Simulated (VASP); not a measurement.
# LaBeAsO (P4/nmm) in VASP: notebook

Runs on LaBeAsO. Level: r2SCAN. Tasks: single point.

All numbers are computed with VASP 6.6.1; they aren't measurements. Logs are shortened: lines on timing, memory, paths and dates and some standing lists are left out, and cuts for length are marked.

**1. The cell of the first run**

The structure is tetragonal, space group P4/nmm (No. 129). The conventional cell has a = 3.964 Å, b = 3.964 Å, c = 8.898 Å, α = 90.00°, β = 90.00°, γ = 90.00°. La (site symmetry 4mm) has 4 O at 2.35 Å within 3.1 Å. Be (site symmetry -4m2) has 4 As at 2.36 Å and 4 Be at 2.80 Å within 3.1 Å. As (site symmetry 4mm) has 4 Be at 2.36 Å within 3.1 Å. Within 3.1 Å of O (site symmetry -4m2) lie 4 La at 2.35 Å and 4 O at 2.80 Å.

**2. Single point, r2SCAN**

Contents of POSCAR:

```
LaBeAsO
1.0
    3.9637419272      0.0000000000      0.0000000000
    0.0000000000      3.9637419272      0.0000000000
    0.0000000000      0.0000000000      8.8980253956
La Be As O
2 2 2 2
Direct
    0.2500000000      0.2500000000      0.1428594191
    0.7500000000      0.7500000000      0.8571405809
    0.7500000000      0.2500000000      0.5000000000
    0.2500000000      0.7500000000      0.5000000000
    0.2500000000      0.2500000000      0.6449542398
    0.7500000000      0.7500000000      0.3550457602
    0.7500000000      0.2500000000      0.0000000000
    0.2500000000      0.7500000000      0.0000000000
```

Contents of INCAR.step1:

```
SYSTEM = LaBeAsO
ALGO     = Normal         ! electronic algorithm
EDIFF    = 1E-4           ! SCF threshold, eV
ENCUT    = 520            ! plane-wave cutoff, eV
GGA      = PE             ! functional
ISMEAR   = -1             ! smearing method
LASPH    = .TRUE.         ! aspherical terms in the spheres
LCHARG   = .FALSE.        ! write CHGCAR
LREAL    = .FALSE.        ! projectors in reciprocal space
LWAVE    = .TRUE.         ! write WAVECAR
NBANDS   = 34             ! bands
NELM     = 80             ! most SCF steps
PREC     = Accurate       ! precision mode
SIGMA    = 0.1            ! smearing width, eV
```

Contents of INCAR.step2:

```
SYSTEM = LaBeAsO
ALGO     = Normal         ! electronic algorithm
EDIFF    = 1E-6           ! SCF threshold, eV
ENCUT    = 520            ! plane-wave cutoff, eV
ISIF     = 2              ! what is computed and relaxed
ISMEAR   = -1             ! smearing method
ISTART   = 1            
LASPH    = .TRUE.         ! aspherical terms in the spheres
LCHARG   = .TRUE.         ! write CHGCAR
LELF     = .TRUE.         ! ELF
LMIXTAU  = .TRUE.       
LREAL    = .FALSE.        ! projectors in reciprocal space
LVHAR    = .TRUE.       
LWAVE    = .FALSE.        ! write WAVECAR
METAGGA  = R2SCAN         ! meta-GGA
NBANDS   = 34             ! bands
NELM     = 80             ! most SCF steps
PREC     = Accurate       ! precision mode
SIGMA    = 0.1            ! smearing width, eV
```

Contents of KPOINTS:

```
k-points
0
G
  5 5 2
  0 0 0
```

Potentials or basis: VASP PAW PBE potentials, release 64 (La, Be, As, O).

Started as:

```
cat potpaw_PBE.64/La/POTCAR potpaw_PBE.64/Be/POTCAR potpaw_PBE.64/As/POTCAR potpaw_PBE.64/O/POTCAR > POTCAR
cp INCAR.step1 INCAR
mpirun -np 1 vasp_std > vasp.out
cp INCAR.step2 INCAR
mpirun -np 1 vasp_std > vasp.out
```

OUTCAR:

```text
SYSTEM = LaBeAsO
   EDIFF = 1E-6
   ENCUT = 520
   ISIF = 2
   ISMEAR = -1
   ISTART = 1
   LASPH = .TRUE.
   LREAL = .FALSE.
   METAGGA = R2SCAN
   NELM = 80
   PREC = Accurate

 ion  position               nearest neighbor table
   1  0.250  0.250  0.143-   7 2.35   8 2.35   8 2.35   7 2.35
   2  0.750  0.750  0.857-   7 2.35   8 2.35   7 2.35   8 2.35
   3  0.750  0.250  0.500-   5 2.36   6 2.36   6 2.36   5 2.36
   4  0.250  0.750  0.500-   5 2.36   6 2.36   5 2.36   6 2.36
   5  0.250  0.250  0.645-   3 2.36   4 2.36   4 2.36   3 2.36
   6  0.750  0.750  0.355-   3 2.36   4 2.36   3 2.36   4 2.36
   7  0.750  0.250  0.000-   1 2.35   2 2.35   2 2.35   1 2.35
   8  0.250  0.750  0.000-   1 2.35   2 2.35   1 2.35   2 2.35

  LATTYP: Found a simple tetragonal cell.
 ALAT       =     3.9637419272
 C/A-ratio  =     2.2448548768

  Lattice vectors:

 A1 = (   3.9637419272,   0.0000000000,   0.0000000000)
 A2 = (   0.0000000000,   3.9637419272,   0.0000000000)
 A3 = (   0.0000000000,   0.0000000000,   8.8980253956)

Analysis of symmetry for initial positions (statically):
=====================================================================
 Subroutine PRICEL returns:
 Original cell was already a primitive cell.

 Routine SETGRP: Setting up the symmetry group for a
 simple tetragonal supercell.

 Subroutine GETGRP returns: Found 16 space group operations
 (whereof  4 operations were pure point group operations)
 out of a pool of 16 trial point group operations.

The static configuration has the point symmetry C_2h.
 The point group associated with its full space group is D_4h.

Analysis of symmetry for dynamics (positions and initial velocities):
=====================================================================
 Subroutine PRICEL returns:
 Original cell was already a primitive cell.

 Routine SETGRP: Setting up the symmetry group for a
 simple tetragonal supercell.

 Subroutine GETGRP returns: Found 16 space group operations
 (whereof  4 operations were pure point group operations)
 out of a pool of 16 trial point group operations.

The dynamic configuration has the point symmetry C_2h.
 The point group associated with its full space group is D_4h.

 Subroutine INISYM returns: Found 16 space group operations
 (whereof  4 operations are pure point group operations),
 and found     1 'primitive' translations

----------------------------------------------------------------------------------------

                                     Primitive cell

  volume of cell :     139.7991

  direct lattice vectors                    reciprocal lattice vectors
     3.963741927  0.000000000  0.000000000     0.252286859  0.000000000  0.000000000
     0.000000000  3.963741927  0.000000000     0.000000000  0.252286859  0.000000000
     0.000000000  0.000000000  8.898025396     0.000000000  0.000000000  0.112384485

  length of vectors
     3.963741927  3.963741927  8.898025396     0.252286859  0.252286859  0.112384485

  position of ions in fractional coordinates (direct lattice)
     0.250000000  0.250000000  0.142859419
     0.750000000  0.750000000  0.857140581
     0.750000000  0.250000000  0.500000000
     0.250000000  0.750000000  0.500000000
     0.250000000  0.250000000  0.644954240
     0.750000000  0.750000000  0.355045760
     0.750000000  0.250000000  0.000000000
     0.250000000  0.750000000  0.000000000

  ion indices of the primitive-cell ions
   primitive index   ion index
                 1           1
                 2           2
                 3           3
                 4           4
                 5           5
                 6           6
                 7           7
                 8           8

----------------------------------------------------------------------------------------

 KPOINTS: k-points

Automatic generation of k-mesh.
 Grid dimensions read from file:
 generate k-points for:    5    5    2

 Generating k-lattice:

  Cartesian coordinates                     Fractional coordinates (reciprocal lattice)
     0.050457372  0.000000000  0.000000000     0.200000000  0.000000000  0.000000000
     0.000000000  0.050457372  0.000000000     0.000000000  0.200000000  0.000000000
     0.000000000  0.000000000  0.056192242     0.000000000  0.000000000  0.500000000

  Length of vectors
     0.050457372  0.050457372  0.056192242

  Shift w.r.t. Gamma in fractional coordinates (k-lattice)
     0.000000000  0.000000000  0.000000000

 Subroutine IBZKPT returns following result:
 ===========================================

 Found     12 irreducible k-points:

 Following reciprocal coordinates:
            Coordinates               Weight
  0.000000  0.000000  0.000000      1.000000
  0.200000  0.000000  0.000000      4.000000
  0.400000  0.000000  0.000000      4.000000
  0.200000  0.200000  0.000000      4.000000
  0.400000  0.200000  0.000000      8.000000
  0.400000  0.400000  0.000000      4.000000
  0.000000  0.000000  0.500000      1.000000
  0.200000  0.000000  0.500000      4.000000
  0.400000  0.000000  0.500000      4.000000
  0.200000  0.200000  0.500000      4.000000
  0.400000  0.200000  0.500000      8.000000
  0.400000  0.400000  0.500000      4.000000
   k-points           NKPTS =     12   k-points in BZ     NKDIM =     12   number of bands    NBANDS=     34
   number of dos      NEDOS =    301   number of ions     NIONS =      8
   total plane-waves  NPLWV =  63000
   dimension x,y,z NGX =    30 NGY =   30 NGZ =   70
   dimension x,y,z NGXF=    60 NGYF=   60 NGZF=  140
   ions per type =               2   2   2   2
   NGX,Y,Z   is equivalent  to a cutoff of  12.58, 12.58, 13.08 a.u.
   NGXF,Y,Z  is equivalent  to a cutoff of  25.16, 25.16, 26.16 a.u.
 SYSTEM =  LaBeAsO
   PREC   = accura    normal or accurate (medium, high low for compatibility)
   ISTART =      1    job   : 0-new  1-cont  2-samecut
   ICHARG =      0    charge: 1-file 2-atom 10-const
   ISPIN  =      1    spin polarized calculation?
   LNONCOLLINEAR =      F non collinear calculations
   LSORBIT =      F    spin-orbit coupling
   LASPH  =      T    aspherical Exc in radial PAW
   ENCUT  =  520.0 eV  38.22 Ry    6.18 a.u.   7.37  7.37 16.54*2*pi/ulx,y,z
   NELM   =     80;   NELMIN=  2; NELMDL=  0     # of ELM steps
   EDIFF  = 0.1E-05   stopping-criterion for ELM
   LREAL  =      F    real-space projection
   EDIFFG = 0.1E-04   stopping-criterion for IOM
   NSW    =      0    number of steps for IOM
   IBRION =     -1    ionic relax: 0-MD 1-quasi-New 2-CG
   NFREE  =      0    steps in history (QN), initial steepest desc. (CG)
   ISIF   =      2    stress and relaxation
   ISYM   =      2    0-nonsym 1-usesym 2-fastsym
   POTIM  = 0.5000    time-step for ionic-motion
   TEBEG  =    0.0;   TEEND  =   0.0 temperature during run
   PSTRESS=    0.0 pullay stress
   NELECT =      48.0000    total number of electrons
   NUPDOWN=      -1.0000    fix difference up-down
   EMIN   =  10.00;   EMAX   =-10.00  energy-range for DOS
   EFERMI =   0.00;   METHOD = LEGACY
   ISMEAR =    -1;   SIGMA  =   0.10  broadening in eV -4-tet -1-fermi 0-gaus
   EFERMI_NEDOS =   21; number of points for ismear=-14 and -15
   IALGO  =     38    algorithm
   IMIX   =      4    mixing-type and parameters
     AMIX     =   0.40;   BMIX     =  1.00
     AMIX_MAG =   1.60;   BMIX_MAG =  1.00
  volume/ion in A,a.u.               =      17.47       117.93
  Fermi-wavevector in a.u.,A,eV,Ry     =   1.146358  2.166303 17.879930  1.314138
  Thomas-Fermi vector in A             =   2.283043
   LORBIT       =      0    0 simple, 1 ext, 2 COOP (PROOUT), +10 PAW based schemes
   METAGGA = R2SCAN    functional components
   LHFCALC =     F    Hartree Fock is set to
   AEXX    =    0.0000 exact exchange contribution
   IVDW    =     0    specifies the selected vdW correction
   LEPSILON=     F    determine dielectric tensor
   LRPA    =     F    only Hartree local field effects (RPA)
 non-spin polarized calculation
  energy-cutoff  :      520.00
  volume of cell :      139.80
 maximum number of plane-waves:      3801
 NGX is ok and might be reduce to    30
   NGX = 15   NGY = 15   NGZ = 33

 number of electron      47.9999992 magnetization

 Free energy of the ion-electron system (eV)
  ---------------------------------------------------
  ext. energy  EPLUGINS =         0.00000000
  ---------------------------------------------------
  free energy    TOTEN  =      -126.09901197 eV

  energy without entropy =     -126.09875847  energy(sigma->0) =     -126.09888522

 E-fermi :   7.0946     XC(G=0): -10.6291

 val. band max:        6.3990629711   @ k =   0.0000   0.0000   0.0000
 cond. band min:       7.7428579925   @ k =   0.0000   0.0000   0.5000
 fundamental gap:      1.3437950213
 Fermi energy:         7.0945886527

 k-point     1 :       0.0000    0.0000    0.0000
  band No.  band energies     occupation
      1     -26.4850      2.00000
      2     -26.2471      2.00000
      3     -13.8060      2.00000
      4     -12.4072      2.00000
      5      -9.8362      2.00000
      6      -9.8362      2.00000
[... 26 lines left out ...]
     33      10.2458      0.00000
     34      10.2837      0.00000

 k-point     2 :       0.2000    0.0000    0.0000
  band No.  band energies     occupation
      1     -26.4410      2.00000
      2     -26.2471      2.00000
      3     -13.8433      2.00000
      4     -12.8847      2.00000
      5      -9.7730      2.00000
      6      -9.6207      2.00000
[... 26 lines left out ...]
     33      10.1543      0.00000
     34      10.2737      0.00000
[... 331 lines left out ...]
     33      10.2595      0.00000
     34      10.2793      0.00000

 k-point    12 :       0.4000    0.4000    0.5000
  band No.  band energies     occupation
      1     -26.2611      2.00000
      2     -26.2376      2.00000
      3     -14.0687      2.00000
      4     -13.9914      2.00000
      5     -10.0153      2.00000
      6      -9.8462      2.00000
[... 26 lines left out ...]
     33      10.1954      0.00000
     34      10.2529      0.00000

------------------------ aborting loop because EDIFF is reached ----------------------------------------

  FORCE on cell =-STRESS in cart. coord.  units (eV):
  Direction    XX          YY          ZZ          XY          YZ          ZX
  --------------------------------------------------------------------------------------
  -------------------------------------------------------------------------------------
  Total       -0.0859058     -0.0859058     -0.0834425      0.0000000     -0.0000000      0.0000000
  in kB       -0.9845289     -0.9845289     -0.9562987      0.0000000     -0.0000000      0.0000000
  external PRESSURE =      -0.9751188 kB  Pullay stress =       0.0000000 kB

 VOLUME and BASIS-vectors are now :
 -----------------------------------------------------------------------------
  energy-cutoff  :      520.00
  volume of cell :      139.80
      direct lattice vectors                 reciprocal lattice vectors
     3.963741927  0.000000000  0.000000000     0.252286859  0.000000000  0.000000000
     0.000000000  3.963741927  0.000000000     0.000000000  0.252286859  0.000000000
     0.000000000  0.000000000  8.898025396     0.000000000  0.000000000  0.112384485

 POSITION                                       TOTAL-FORCE (eV/Angst)
 -----------------------------------------------------------------------------------
      0.99094      0.99094      1.27117         0.000000      0.000000     -0.046985
      2.97281      2.97281      7.62686        -0.000000     -0.000000      0.046985
      2.97281      0.99094      4.44901         0.000000     -0.000000      0.000000
      0.99094      2.97281      4.44901        -0.000000     -0.000000      0.000000
      0.99094      0.99094      5.73882        -0.000000     -0.000000      0.016643
      2.97281      2.97281      3.15921        -0.000000     -0.000000     -0.016643
      2.97281      0.99094      0.00000        -0.000000     -0.000000      0.000000
      0.99094      2.97281      0.00000        -0.000000     -0.000000      0.000000
 -----------------------------------------------------------------------------------
    total drift:                                0.000000      0.000000     -0.000000

  FREE ENERGIE OF THE ION-ELECTRON SYSTEM (eV)
  ---------------------------------------------------
  free  energy   TOTEN  =      -126.0990119684 eV

  energy  without entropy=     -126.0987584705  energy(sigma->0) =     -126.09888522
```

It took 3.8 min on 1 thread of AMD EPYC 9R14 (Zen 4), shared host; peak memory 0.27 GiB.

Results:

```yaml
Free_energy: -126.0990 eV
Pressure: -0.1 GPa
Largest_force: 0.047 eV/Å
Band_gap_on_the_k_mesh: 1.34 eV, indirect (least direct gap 1.38 eV)
```

Forces in eV/Å, atoms in the order of the input:
```
La   0.000  0.000 -0.047
La   0.000  0.000  0.047
Be   0.000  0.000  0.000
Be   0.000  0.000  0.000
As   0.000  0.000  0.017
As   0.000  0.000 -0.017
O    0.000  0.000  0.000
O    0.000  0.000  0.000
```

Caveat: the PAW data sets were made with another functional, which shifts forces and pressure a little; spin-orbit coupling is left out, which moves the levels of the heavy elements.

(Part 1 of 2 ends here.)
